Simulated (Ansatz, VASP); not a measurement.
# Two plane-wave programs on Sb

File INCAR:

```
SYSTEM = Sb
PREC = Accurate ; ENCUT = 520
EDIFF = 1E-6 ; ISMEAR = 0
SIGMA = 0.15 ; LREAL = .FALSE.
LASPH = .TRUE. ; NELM = 60
ALGO = Normal ; ISIF = 2
LWAVE = .FALSE. ; LCHARG = .FALSE.
GGA = PE ; NBANDS = 8
```

KPOINTS

```
regular mesh
0
G
  16 16 16
  0 0 0
```

POSCAR

```
Sb
1.0
    3.4328557011      0.0000000000      0.0000000000
    0.0000000000      3.4328557011      0.0000000000
    0.0000000000      0.0000000000      2.6776274468
Sb
1
Direct
    0.0000000000      0.0000000000      0.0000000000
```

Input for Ansatz:

```yaml
crystal:
  lattice:
    - [3.4328557011, 0.0, 0.0]
    - [0.0, 3.4328557011, 0.0]
    - [0.0, 0.0, 2.6776274468]
  atoms:
    - { symbol: Sb, position: [0.0, 0.0, 0.0] }
basis:
  ecutwfc: 420
kpoints:
  mp_grid: { grid: [16, 16, 16] }
hamiltonian:
  xc: pbe
scf:
  occupations: { method: gaussian, width: 0.15 }
output:
  forces: true
  stress: true
  eigenvalues: true
```

Alike in both runs: task single point; functional PBE; k mesh 16 × 16 × 16; occupations gaussian, width 0.15 eV; no spin polarisation.

|  | VASP | Ansatz |
| --- | --- | --- |
| version | VASP 6.6.1 | Ansatz 0.2.0 |
| potentials or method | VASP PAW PBE potentials, release 64 (Sb), cutoff 520 eV | scalar-relativistic, plane waves, PAW |
| valence electrons in the cell | 5 | 15 |

```tsv
	VASP	Ansatz	Ansatz less VASP
gap on the k mesh at the Fermi level (eV)	none	none	-
pressure (GPa)	5.3	5.2	-0.08
traceless stress, the component that is largest in VASP (GPa)	24.22	24.01	-0.202
```

A gap of «none» marks a metal or a gap that the smearing closes. VASP's potentials hold 5 valence electrons a cell and Ansatz's 15, so a difference there can come from the potentials and not from the codes.

Spin-orbit coupling is off throughout.
